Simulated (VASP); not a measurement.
# TiO2 in VASP: a series of runs, part 2 of 2

VASP 6.6.1.

### 3 Single point, PBE+U (atoms shifted along a free coordinate)

The input, INCAR:

```
PREC = Accurate ; ENCUT = 520
EDIFF = 1E-7 ; ISMEAR = 0
SIGMA = 0.05 ; LREAL = F
LASPH = T ; NELM = 150
ALGO = Normal ; ISIF = 2
LWAVE = F ; LCHARG = F
LMAXMIX = 4 ; LDAU = T
LDAUTYPE = 2 ; LDAUL = 2 -1
LDAUU = 4 0 ; LDAUJ = 0 0
LDAUPRINT = 1 ; GGA = PE
NBANDS = 33
```

The input, KPOINTS:

```
Automatic mesh
0
Gamma
  6 6 6
```

The input, POSCAR:

```
TiO2
1.0
    2.6403699524     -2.6404433249     -0.0197025433
    2.6403699524      2.6404433249     -0.0197025433
   -2.6045504488      0.0000000000      4.8027412153
Ti O
2 4
Direct
    0.1250069486      0.8749930514      0.2500000000
    0.8749930514      0.1250069486      0.7500000000
    0.3424929808      0.0925162561      0.6849956835
    0.6575070192      0.9074837439      0.3150043165
    0.9074837439      0.6575070192      0.8150043165
    0.0925162561      0.3424929808      0.1849956835
```

Potentials or basis: VASP PAW PBE potentials, release 64 (Ti_sv, O).

Run with:

```bash
cat potpaw_PBE.64/Ti_sv/POTCAR potpaw_PBE.64/O/POTCAR > POTCAR
mpirun -np 1 vasp_std > vasp.out
```

OUTCAR:

```text
PREC = Accurate
   ENCUT = 520
   EDIFF = 1E-7
   ISMEAR = 0
   LREAL = F
   LASPH = T
   NELM = 150
   ISIF = 2
   GGA = PE

 ion  position               nearest neighbor table
   1  0.125  0.875  0.250-   4 1.89   6 1.89   6 1.89   4 1.89   3 2.08   5 2.08
   2  0.875  0.125  0.750-   5 1.89   3 1.89   5 1.89   3 1.89   6 2.08   4 2.08
   3  0.342  0.093  0.685-   2 1.89   2 1.89   1 2.08
   4  0.658  0.907  0.315-   1 1.89   1 1.89   2 2.08
   5  0.907  0.658  0.815-   2 1.89   2 1.89   1 2.08
   6  0.093  0.342  0.185-   1 1.89   1 1.89   2 2.08

  LATTYP: Found a base centered monoclinic cell.
[... 1143 lines left out ...]
  -------------------------------------------------------------------------------------
  Total        9.8128589      9.8138044      0.0389720      0.0000000      0.0000000     -0.0730126
  in kB      235.7253815    235.7480939      0.9361884      0.0000000      0.0000000     -1.7539150
  external PRESSURE =     157.4698879 kB  Pullay stress =       0.0000000 kB

 VOLUME and BASIS-vectors are now :
 -----------------------------------------------------------------------------
  energy-cutoff  :      520.00
  volume of cell :       66.70
      direct lattice vectors                 reciprocal lattice vectors
     2.640369952 -2.640443325 -0.019702543     0.190136830 -0.189362141  0.103112148
     2.640369952  2.640443325 -0.019702543     0.190136830  0.189362141  0.103112148
    -2.604550449  0.000000000  4.802741215     0.001560017  0.000000000  0.209060430

 POSITION                                       TOTAL-FORCE (eV/Angst)
 -----------------------------------------------------------------------------------
      1.98923      1.98030      1.18098         0.000000      0.000189      0.000000
      0.68696     -1.98030      3.58235         0.000000     -0.000189     -0.000000
     -0.63552     -0.66005      3.28129        -0.008540     -0.000085     -1.115550
      3.31171      0.66005      1.48205         0.008540      0.000085      1.115550
      2.00943     -0.66005      3.88342         0.008540     -0.000085      1.115550
      0.66675      0.66005      0.87992        -0.008540      0.000085     -1.115550
 -----------------------------------------------------------------------------------
    total drift:                               -0.000000      0.000000      0.000000

  FREE ENERGIE OF THE ION-ELECTRON SYSTEM (eV)
  ---------------------------------------------------
  free  energy   TOTEN  =       -47.9841572729 eV

  energy  without entropy=      -47.9841572729  energy(sigma->0) =      -47.98415727
```

OSZICAR:

```text
N       E                     dE             d eps       ncg     rms          rms(c)
DAV:   1     0.679733782488E+03    0.67973E+03   -0.24416E+04  4488   0.172E+03
DAV:   2     0.353369200970E+02   -0.64440E+03   -0.60074E+03  4924   0.520E+02
DAV:   3    -0.604472224595E+02   -0.95784E+02   -0.94297E+02  6208   0.192E+02
DAV:   4    -0.665724520277E+02   -0.61252E+01   -0.61109E+01  6870   0.454E+01
DAV:   5    -0.668299498798E+02   -0.25750E+00   -0.25746E+00  5878   0.693E+00    0.332E+01
DAV:   6    -0.473871179591E+02    0.19443E+02   -0.79182E+01  6457   0.908E+01    0.930E+00
DAV:   7    -0.480257745948E+02   -0.63866E+00   -0.12054E+01  6012   0.239E+01    0.836E+00
DAV:   8    -0.479374001946E+02    0.88374E-01   -0.70403E-01  6303   0.741E+00    0.420E+00
DAV:   9    -0.479865072911E+02   -0.49107E-01   -0.36191E-01  5621   0.433E+00    0.102E+00
DAV:  10    -0.479879748752E+02   -0.14676E-02   -0.59700E-02  6056   0.163E+00    0.701E-01
DAV:  11    -0.479843534901E+02    0.36214E-02   -0.10840E-02  5514   0.142E+00    0.121E-01
DAV:  12    -0.479843264953E+02    0.26995E-04   -0.21919E-03  5996   0.409E-01    0.120E-01
DAV:  13    -0.479841615752E+02    0.16492E-03   -0.77176E-04  6283   0.261E-01    0.315E-02
DAV:  14    -0.479841578762E+02    0.36990E-05   -0.82810E-05  5758   0.101E-01    0.201E-02
DAV:  15    -0.479841569900E+02    0.88622E-06   -0.10281E-05  5422   0.279E-02    0.219E-03
DAV:  16    -0.479841572371E+02   -0.24710E-06   -0.85599E-07  5354   0.631E-03    0.132E-03
DAV:  17    -0.479841572729E+02   -0.35850E-07   -0.21893E-07  3982   0.444E-03
   1 F= -.47984157E+02 E0= -.47984157E+02  d E =-.703424E-33
```

Wall time 66 s (1 thread of Intel Xeon 6975P-C (Granite Rapids), shared host); peak memory 0.24 GiB.

What came out:

```
Free energy            : -47.9842 eV
Pressure               : 15.7 GPa
Largest force          : 1.116 eV/Å
Band gap on the k mesh : 2.40 eV (least direct gap 3.04 eV)
```

Forces in eV/Å, atoms in the order of the input:
```
Ti   0.000  0.000  0.000
Ti   0.000  0.000  0.000
O   -0.009  0.000 -1.116
O    0.009  0.000  1.116
O    0.009  0.000  1.116
O   -0.009  0.000 -1.116
```

Eigenvalues of the final occupation matrices:
| site | spin | trace | eigenvalues |
| --- | --- | --- | --- |
| site 1 d | 1 | 0.83 | 0.10 0.10 0.12 0.23 0.28 |
| site 1 d | 2 | 0.83 | 0.10 0.10 0.12 0.23 0.28 |
| site 2 d | 1 | 0.83 | 0.10 0.10 0.12 0.23 0.28 |
| site 2 d | 2 | 0.83 | 0.10 0.10 0.12 0.23 0.28 |

Caveat: the cell differs from its parent crystal (atoms shifted along a free coordinate); the cell stands under pressure; forces of over 1 eV/Å act on the atoms, so gaps and moduli don't describe the material at rest. A k mesh can miss the band edges.

### 4 Single point, PBE+U (atoms shifted along a free coordinate)

The input, INCAR:

```
SYSTEM = TiO2
PREC = Accurate ; ENCUT = 520
EDIFF = 1E-7 ; ISMEAR = 0
SIGMA = 0.05 ; LREAL = .FALSE.
LASPH = .TRUE. ; NELM = 150
ALGO = Normal ; ISIF = 2
LWAVE = .FALSE. ; LCHARG = .FALSE.
LMAXMIX = 4 ; LDAU = .TRUE.
LDAUTYPE = 2 ; LDAUL = 2 -1
LDAUU = 4 0 ; LDAUJ = 0 0
LDAUPRINT = 1 ; GGA = PE
NBANDS = 33
```

The input, KPOINTS:

```
Automatic mesh
0
G
  6 6 6
  0 0 0
```

The input, POSCAR:

```
TiO2
1.0
    2.6403699524     -2.6404433249     -0.0197025433
    2.6403699524      2.6404433249     -0.0197025433
   -2.6045504488      0.0000000000      4.8027412153
Ti O
2 4
Direct
    0.1250069486      0.8749930514      0.2500000000
    0.8749930514      0.1250069486      0.7500000000
    0.3179523568      0.0679756321      0.6359144355
    0.6820476432      0.9320243679      0.3640855645
    0.9320243679      0.6820476432      0.8640855645
    0.0679756321      0.3179523568      0.1359144355
```

Potentials or basis: VASP PAW PBE potentials, release 64 (Ti_sv, O).

Run with:

```bash
cat potpaw_PBE.64/Ti_sv/POTCAR potpaw_PBE.64/O/POTCAR > POTCAR
mpirun -np 1 vasp_std > vasp.out
```

OUTCAR:

```text
SYSTEM = TiO2
   PREC = Accurate
   ENCUT = 520
   EDIFF = 1E-7
   ISMEAR = 0
   LREAL = .FALSE.
   LASPH = .TRUE.
   NELM = 150
   ISIF = 2
   GGA = PE

 ion  position               nearest neighbor table
   1  0.125  0.875  0.250-   3 1.85   5 1.85   4 1.95   6 1.95   4 1.95   6 1.95
   2  0.875  0.125  0.750-   4 1.85   6 1.85   5 1.95   3 1.95   5 1.95   3 1.95
   3  0.318  0.068  0.636-   1 1.85   2 1.95   2 1.95
   4  0.682  0.932  0.364-   2 1.85   1 1.95   1 1.95
   5  0.932  0.682  0.864-   1 1.85   2 1.95   2 1.95
   6  0.068  0.318  0.136-   2 1.85   1 1.95   1 1.95

[... 1144 lines left out ...]
  -------------------------------------------------------------------------------------
  Total        8.2013063      8.2008469     22.8643944      0.0000000      0.0000000      0.1106951
  in kB      197.0125194    197.0014835    549.2505454      0.0000000      0.0000000      2.6591278
  external PRESSURE =     314.4215161 kB  Pullay stress =       0.0000000 kB

 VOLUME and BASIS-vectors are now :
 -----------------------------------------------------------------------------
  energy-cutoff  :      520.00
  volume of cell :       66.70
      direct lattice vectors                 reciprocal lattice vectors
     2.640369952 -2.640443325 -0.019702543     0.190136830 -0.189362141  0.103112148
     2.640369952  2.640443325 -0.019702543     0.190136830  0.189362141  0.103112148
    -2.604550449  0.000000000  4.802741215     0.001560017  0.000000000  0.209060430

 POSITION                                       TOTAL-FORCE (eV/Angst)
 -----------------------------------------------------------------------------------
      1.98923      1.98030      1.18098        -0.000000     -0.000286      0.000000
      0.68696     -1.98030      3.58235        -0.000000      0.000286      0.000000
     -0.63728     -0.66005      3.04653         0.026759      0.000171      3.548250
      3.31347      0.66005      1.71681        -0.026759     -0.000171     -3.548250
      2.01119     -0.66005      4.11818        -0.026759      0.000171     -3.548250
      0.66500      0.66005      0.64516         0.026759     -0.000171      3.548250
 -----------------------------------------------------------------------------------
    total drift:                               -0.000000      0.000000      0.000000

  FREE ENERGIE OF THE ION-ELECTRON SYSTEM (eV)
  ---------------------------------------------------
  free  energy   TOTEN  =       -47.2526225670 eV

  energy  without entropy=      -47.2526225670  energy(sigma->0) =      -47.25262257
```

stdout:

```text
POSCAR found type information on POSCAR TiO
 POSCAR found :  2 types and       6 ions
 scaLAPACK will be used
 LDA part: xc-table for (Slater+PW92), standard interpolation
 POSCAR, INCAR and KPOINTS ok, starting setup
 FFT: planning ... GRIDC
 FFT: planning ... GRID_SOFT
 FFT: planning ... GRID
 WAVECAR not read
 entering main loop
```

It took 72 s on 1 thread of Intel Xeon 6975P-C (Granite Rapids), shared host; peak memory 0.25 GiB.

Results:

```
Free energy            : -47.2526 eV
Pressure               : 31.4 GPa
Largest force          : 3.548 eV/Å
Band gap on the k mesh : 2.93 eV (least direct gap 3.18 eV)
```

Forces on the atoms (eV/Å):
```
Ti   0.000  0.000  0.000
Ti   0.000  0.000  0.000
O    0.027  0.000  3.548
O   -0.027  0.000 -3.548
O   -0.027  0.000 -3.548
O    0.027  0.000  3.548
```

Levels at points of the mesh, in eV from the valence-band top:
```
           k point  band 22  band 23  band 24  band 25  band 26  band 27
(0.00, 0.00, 0.00)    -0.54    -0.48    -0.48     2.93     3.74     5.14
(0.50, 0.00, 0.00)    -1.02    -0.81    -0.45     3.85     4.21     4.27
(0.50, 0.50, 0.00)    -1.84    -0.55    -0.55     3.89     3.89     4.39
(0.00, 0.00, 0.50)    -1.08     0.00     0.00     3.32     3.32     4.67
(0.50, 0.00, 0.50)    -1.02    -0.81    -0.45     3.85     4.21     4.27
(0.50, 0.50, 0.50)    -1.84    -0.55    -0.55     3.89     3.89     4.39
```

Eigenvalues of the final occupation matrices:
| site | spin | trace | eigenvalues |
| --- | --- | --- | --- |
| site 1 d | 1 | 0.86 | 0.09 0.12 0.12 0.24 0.30 |
| site 1 d | 2 | 0.86 | 0.09 0.12 0.12 0.24 0.30 |
| site 2 d | 1 | 0.86 | 0.09 0.12 0.12 0.24 0.30 |
| site 2 d | 2 | 0.86 | 0.09 0.12 0.12 0.24 0.30 |

Caveat: the cell differs from its parent crystal (atoms shifted along a free coordinate); the cell stands under pressure; forces of over 1 eV/Å act on the atoms, so gaps and moduli don't describe the material at rest. A k mesh can miss the band edges.

### 5 Summary

```tsv
cell	gap on the mesh (eV)	pressure (GPa)	largest force (eV/Å)
a = 3.755, b = 3.755, c = 5.494 Å, angles 110.0, 110.0, 90.0°, 6 atoms, atomic positions A	2.73	14.3	0.05
a = 3.734, b = 3.734, c = 5.464 Å, angles 110.0, 110.0, 90.0°, 6 atoms, atomic positions B	2.40	15.7	1.12
a = 3.734, b = 3.734, c = 5.464 Å, angles 110.0, 110.0, 90.0°, 6 atoms, atomic positions C	2.93	31.4	3.55
```

Alike in all rows: task single point; level PBE+U; potentials or basis VASP PAW PBE potentials, release 64 (Ti_sv, O); no spin polarisation; Ti d U = 4.0 eV; k mesh 6 × 6 × 6; cutoff (eV) 520; smearing gaussian 0.05 eV.

Caveats: the cell stands under pressure; forces of over 1 eV/Å act on the atoms, so gaps and moduli don't describe the material at rest (at least some runs).

Absolute energies hang on the potentials; compare differences alone.
